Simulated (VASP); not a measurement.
# CaO in VASP: single point with PBE

Aim: the single point of CaO with PBE.

Everything below comes from runs of VASP 6.6.1. Logs are shortened: lines on timing, memory, paths and dates and some standing lists are left out, and cuts for length are marked.

## 1. The cell of the first run

The cell holds a slab with vacuum, 16 atoms: a = 6.940 Å, b = 6.940 Å, c = 17.250 Å, α = 90.00°, β = 90.00°, γ = 60.00°.

## 2. Single point, PBE

INCAR

```
SYSTEM = CaO
PREC = Accurate
ENCUT = 520
EDIFF = 1E-6
ISMEAR = -1
SIGMA = 0.05
LREAL = Auto
LASPH = .TRUE.
NELM = 80
ALGO = Normal
ISIF = 2
LWAVE = .FALSE.
LCHARG = .FALSE.
GGA = PE
NBANDS = 78
```

KPOINTS

```
Automatic mesh
0
G
  2 2 1
  0 0 0
```

POSCAR

```
CaO
1.0
    6.9395459268      0.0000000000      0.0000000000
    3.4697729634      6.0098230634      0.0000000000
    0.0000000000      0.0000000000     17.2495870000
Ca O
8 8
Direct
    0.0000000000      0.0000000000      0.0579724000
    0.0000000000      0.5000000000      0.0579724000
    0.5000000000      0.0000000000      0.0579724000
    0.5000000000      0.5000000000      0.0579724000
    0.6666666667      0.6666666667      0.2296968368
    0.6666666667      0.1666666667      0.2296968368
    0.1666666667      0.6666666667      0.2296968368
    0.1666666667      0.1666666667      0.2296968368
    0.3333333333      0.8333333333      0.0907567528
    0.3333333333      0.3333333333      0.0907567528
    0.8333333333      0.8333333333      0.0907567528
    0.8333333333      0.3333333333      0.0907567528
    1.0000000000      0.5000000000      0.2554939631
    1.0000000000      0.0000000000      0.2554939631
    0.5000000000      0.5000000000      0.2554939631
    0.5000000000      1.0000000000      0.2554939631
```

Potentials or basis: VASP PAW PBE potentials, release 64 (Ca_sv, O).

Launch:

```sh
$ cat potpaw_PBE.64/Ca_sv/POTCAR potpaw_PBE.64/O/POTCAR > POTCAR
$ mpirun -np 1 vasp_std > vasp.out
```

OUTCAR:

```text
SYSTEM = CaO
   PREC = Accurate
   ENCUT = 520
   EDIFF = 1E-6
   ISMEAR = -1
   LREAL = Auto
   LASPH = .TRUE.
   NELM = 80
   ISIF = 2
   GGA = PE

 ion  position               nearest neighbor table
   1  0.000  0.000  0.058-   9 2.08  12 2.08  11 2.08
   2  0.000  0.500  0.058-  10 2.08  11 2.08  12 2.08
   3  0.500  0.000  0.058-  11 2.08  10 2.08   9 2.08
   4  0.500  0.500  0.058-  12 2.08   9 2.08  10 2.08
   5  0.667  0.667  0.230-  13 2.05  16 2.05  15 2.05
   6  0.667  0.167  0.230-  14 2.05  15 2.05  16 2.05
[... 8 lines left out ...]
  15  0.500  0.500  0.255-   7 2.05   6 2.05   5 2.05
  16  0.500  0.000  0.255-   8 2.05   5 2.05   6 2.05
[... 7 lines left out ...]
 A1 = (  -3.4697729634,  -6.0098230634,   0.0000000000)
 A2 = (   6.9395459268,   0.0000000000,   0.0000000000)
 A3 = (   0.0000000000,   0.0000000000,  17.2495870000)

Analysis of symmetry for initial positions (statically):
=====================================================================
 Subroutine PRICEL returns following result:

  LATTYP: Found a hexagonal cell.
 ALAT       =     3.4697729634
 C/A-ratio  =     4.9713878060

  Lattice vectors:

 A1 = (  -1.7348864817,  -3.0049115317,   0.0000000000)
 A2 = (   3.4697729634,   0.0000000000,   0.0000000000)
 A3 = (   0.0000000000,   0.0000000000,  17.2495870000)

   4 primitive cells build up your supercell.

 Routine SETGRP: Setting up the symmetry group for a
 hexagonal supercell.

 Subroutine GETGRP returns: Found  6 space group operations
 (whereof  6 operations were pure point group operations)
 out of a pool of 24 trial point group operations.

The static configuration has the point symmetry C_3v.

Analysis of symmetry for dynamics (positions and initial velocities):
=====================================================================
 Subroutine PRICEL returns following result:

  LATTYP: Found a hexagonal cell.
 ALAT       =     3.4697729634
 C/A-ratio  =     4.9713878060

  Lattice vectors:

 A1 = (  -1.7348864817,  -3.0049115317,   0.0000000000)
 A2 = (   3.4697729634,   0.0000000000,   0.0000000000)
 A3 = (   0.0000000000,   0.0000000000,  17.2495870000)

   4 primitive cells build up your supercell.
[... 88 lines left out ...]
   NELM   =     80;   NELMIN=  2; NELMDL= -5     # of ELM steps
   EDIFF  = 0.1E-05   stopping-criterion for ELM
   LREAL  =      T    real-space projection
   EDIFFG = 0.1E-04   stopping-criterion for IOM
   NSW    =      0    number of steps for IOM
[... 5 lines left out ...]
   TEBEG  =    0.0;   TEEND  =   0.0 temperature during run
   PSTRESS=    0.0 pullay stress
   NELECT =     128.0000    total number of electrons
   NUPDOWN=      -1.0000    fix difference up-down
   EMIN   =  10.00;   EMAX   =-10.00  energy-range for DOS
   EFERMI =   0.00;   METHOD = LEGACY
   ISMEAR =    -1;   SIGMA  =   0.05  broadening in eV -4-tet -1-fermi 0-gaus
   EFERMI_NEDOS =   21; number of points for ismear=-14 and -15
   IALGO  =     38    algorithm
   IMIX   =      4    mixing-type and parameters
     AMIX     =   0.40;   BMIX     =  1.00
     AMIX_MAG =   1.60;   BMIX_MAG =  1.00
  volume/ion in A,a.u.               =      44.96       303.42
  Fermi-wavevector in a.u.,A,eV,Ry     =   0.920777  1.740016 11.535425  0.847830
  Thomas-Fermi vector in A             =   2.046120
   LORBIT       =      0    0 simple, 1 ext, 2 COOP (PROOUT), +10 PAW based schemes
   GGA     = PE    functional components
   LHFCALC =     F    Hartree Fock is set to
   AEXX    =    0.0000 exact exchange contribution
   IVDW    =     0    specifies the selected vdW correction
   LEPSILON=     F    determine dielectric tensor
   LRPA    =     F    only Hartree local field effects (RPA)
 non-spin polarized calculation
  energy-cutoff  :      520.00
  volume of cell :      719.40
 maximum number of plane-waves:     19374
 NGX is ok and might be reduce to    54
   NGX = 25   NGY = 25   NGZ = 65

 number of electron     128.0000010 magnetization

 Free energy of the ion-electron system (eV)
  ---------------------------------------------------
  ext. energy  EPLUGINS =         0.00000000
  ---------------------------------------------------
  free energy    TOTEN  =       -89.77315693 eV

  energy without entropy =      -89.69738472  energy(sigma->0) =      -89.73527082

 E-fermi :  -1.6987     XC(G=0):  -4.2245

 val. band max:       -1.7718155774   @ k =   0.0000   0.0000   0.0000
 cond. band min:      -1.1586313638   @ k =   0.5000  -0.0000   0.0000
 fundamental gap:      0.6131842136
 Fermi energy:        -1.6987217173

 k-point     1 :       0.0000    0.0000    0.0000
  band No.  band energies     occupation
      1     -41.2057      2.00000
      2     -41.1321      2.00000
      3     -41.1321      2.00000
      4     -41.1321      2.00000
      5     -38.6550      2.00000
      6     -38.5760      2.00000
[... 68 lines left out ...]
     75       3.1403      0.00000
     76       3.1403      0.00000

 k-point     2 :       0.5000   -0.0000    0.0000
  band No.  band energies     occupation
      1     -41.1691      2.00000
      2     -41.1691      2.00000
      3     -41.1321      2.00000
      4     -41.1321      2.00000
      5     -38.6157      2.00000
      6     -38.6157      2.00000
[... 68 lines left out ...]
     75       2.7708      0.00000
     76       2.7708      0.00000
 [bands above 76 left out]

------------------------ aborting loop because EDIFF is reached ----------------------------------------

  FORCE on cell =-STRESS in cart. coord.  units (eV):
  Direction    XX          YY          ZZ          XY          YZ          ZX
  --------------------------------------------------------------------------------------
  -------------------------------------------------------------------------------------
  Total       40.1358343     40.1358343     -0.1696260      0.0000000      0.0000000      0.0000000
  in kB       89.3863977     89.3863977     -0.3777735      0.0000000      0.0000000      0.0000000
  external PRESSURE =      59.4650073 kB  Pullay stress =       0.0000000 kB

 VOLUME and BASIS-vectors are now :
 -----------------------------------------------------------------------------
  energy-cutoff  :      520.00
  volume of cell :      719.40
      direct lattice vectors                 reciprocal lattice vectors
     6.939545927  0.000000000  0.000000000     0.144101647 -0.083197125  0.000000000
     3.469772963  6.009823063  0.000000000     0.000000000  0.166394250  0.000000000
     0.000000000  0.000000000 17.249587000     0.000000000  0.000000000  0.057972402

 POSITION                                       TOTAL-FORCE (eV/Angst)
 -----------------------------------------------------------------------------------
      0.00000      0.00000      1.00000        -0.000000      0.000000     -0.118215
      1.73489      3.00491      1.00000        -0.000000      0.000000     -0.118215
      3.46977      0.00000      1.00000        -0.000000      0.000000     -0.118215
      5.20466      3.00491      1.00000        -0.000000      0.000000     -0.118215
      6.93955      4.00655      3.96218        -0.000000      0.000000     -0.057139
      5.20466      1.00164      3.96218        -0.000000     -0.000000     -0.057139
[... 8 lines left out ...]
      5.20466      3.00491      4.40717        -0.000000      0.000000      0.056775
      3.46977      0.00000      4.40717        -0.000000      0.000000      0.056775
 -----------------------------------------------------------------------------------
    total drift:                                0.000001      0.000000     -0.028198

  FREE ENERGIE OF THE ION-ELECTRON SYSTEM (eV)
  ---------------------------------------------------
  free  energy   TOTEN  =       -89.7731569296 eV

  energy  without entropy=      -89.6973847167  energy(sigma->0) =      -89.73527082
```

stdout:

```text
POSCAR found type information on POSCAR CaO
 POSCAR found :  2 types and      16 ions
 scaLAPACK will be used
 LDA part: xc-table for (Slater+PW92), standard interpolation
 POSCAR, INCAR and KPOINTS ok, starting setup
 FFT: planning ... GRIDC
 FFT: planning ... GRID_SOFT
 FFT: planning ... GRID
 WAVECAR not read
 entering main loop
```

Wall time 3.5 min (1 thread of AMD EPYC 9R45 (Zen 5), shared host); peak memory 0.69 GiB.

What came out:

| Property | Result |
| --- | --- |
| Free energy | -89.7732 eV |
| Largest force | 0.119 eV/Å |
| Band gap on the k mesh | zero (filled and empty bands touch) |

Forces on the atoms (eV/Å):
```
Ca   0.000  0.000 -0.118
Ca   0.000  0.000 -0.118
Ca   0.000  0.000 -0.118
Ca   0.000  0.000 -0.118
Ca   0.000  0.000 -0.057
Ca   0.000  0.000 -0.057
Ca   0.000  0.000 -0.057
Ca   0.000  0.000 -0.057
O    0.000  0.000  0.119
O    0.000  0.000  0.119
O    0.000  0.000  0.119
O    0.000  0.000  0.119
O    0.000  0.000  0.057
O    0.000  0.000  0.057
O    0.000  0.000  0.057
O    0.000  0.000  0.057
```

Levels at points of the mesh, in eV from the Fermi level:
| k point | band 62 | band 63 | band 64 | band 65 | band 66 | band 67 |
| --- | --- | --- | --- | --- | --- | --- |
| (0.00, 0.00, 0.00) | -0.35 | -0.07 | -0.07 | -0.07 | 2.25 | 2.25 |
| (0.50, 0.00, 0.00) | -0.59 | -0.13 | -0.13 | 0.54 | 0.54 | 1.96 |

Caveat: the k points lie up to 0.52 Å⁻¹ apart; there is no dipole correction, which matters where the two faces differ.

The gap in the log of VASP goes by the Fermi energy; the results here count the filled bands.